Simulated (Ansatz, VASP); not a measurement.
**SnN2F2: VASP beside Ansatz**

The input INCAR:

```
SYSTEM = SnN2F2
PREC     = Accurate       ! precision mode
ENCUT    = 520            ! plane-wave cutoff, eV
EDIFF    = 1E-7           ! SCF threshold, eV
ISMEAR   = 0              ! smearing method
SIGMA    = 0.01           ! smearing width, eV
LREAL    = .False.        ! projectors in reciprocal space
LASPH    = .True.         ! aspherical terms in the spheres
NELM     = 80             ! most SCF steps
ALGO     = Normal         ! electronic algorithm
ISIF     = 2              ! what is computed and relaxed
LWAVE    = .False.        ! write WAVECAR
LCHARG   = .False.        ! write CHGCAR
NBANDS   = 27             ! bands
```

File KPOINTS:

```
Automatic mesh
0
Gamma
  6 6 8
  0 0 0
```

File POSCAR:

```
SnN2F2
1.0
    4.3970390000     -2.6470130000      0.0000000000
    4.3970390000      2.6470130000      0.0000000000
   -1.2529480000      0.0000000000      3.5211200000
Sn N F
1 2 2
Direct
    0.0000000000      0.0000000000      0.0000000000
    0.5380060000      0.5380060000      0.9060690000
    0.4619940000      0.4619940000      0.0939310000
    0.8276440000      0.8276440000      0.3634710000
    0.1723560000      0.1723560000      0.6365290000
```

Input for Ansatz:

```yaml
crystal:
  lattice:
    - [4.397039, -2.647013, 0.0]
    - [4.397039, 2.647013, 0.0]
    - [-1.252948, 0.0, 3.52112]
  atoms:
    - { symbol: Sn, position: [0.0, 0.0, 0.0] }
    - { symbol: "N", position: [0.538006, 0.538006, 0.906069] }
    - { symbol: "N", position: [0.46199399999999996, 0.46199399999999996, 0.093931] }
    - { symbol: F, position: [0.827644, 0.827644, 0.363471] }
    - { symbol: F, position: [0.172356, 0.172356, 0.636529] }
kpoints:
  mp_grid:
    grid: [6, 6, 8]
hamiltonian:
  xc: lda
scf:
  occupations:
    method: fixed
output:
  stress: true
```

Alike in both runs: task single point; functional LDA; k mesh 6 × 6 × 8; no spin polarisation.

|  | VASP | Ansatz |
| --- | --- | --- |
| version | VASP 6.6.1 | Ansatz 0.2.0 |
| potentials or method | VASP PAW LDA potentials, release 64 (Sn_d, N, F) | plane waves, PAW |
| plane-wave cutoff (eV) | 520 | 420 |
| occupations | gaussian, width 0.01 eV | fixed |
| valence electrons in the cell | 38 | 38 |

Ansatz gave:

- pressure (GPa): -0.8
- traceless stress, the component that is largest in VASP (GPa): 12.17

**Question.** Estimate VASP's values.

**Answer.** Pressure (GPa): 0.0; traceless stress, the component that is largest in VASP (GPa): 11.31.

LDA's correlation is that of Perdew and Zunger in VASP and of Perdew and Wang (1992) in Ansatz.

Noted on VASP's run: the standard files for N, O and F lose accuracy on very short bonds.
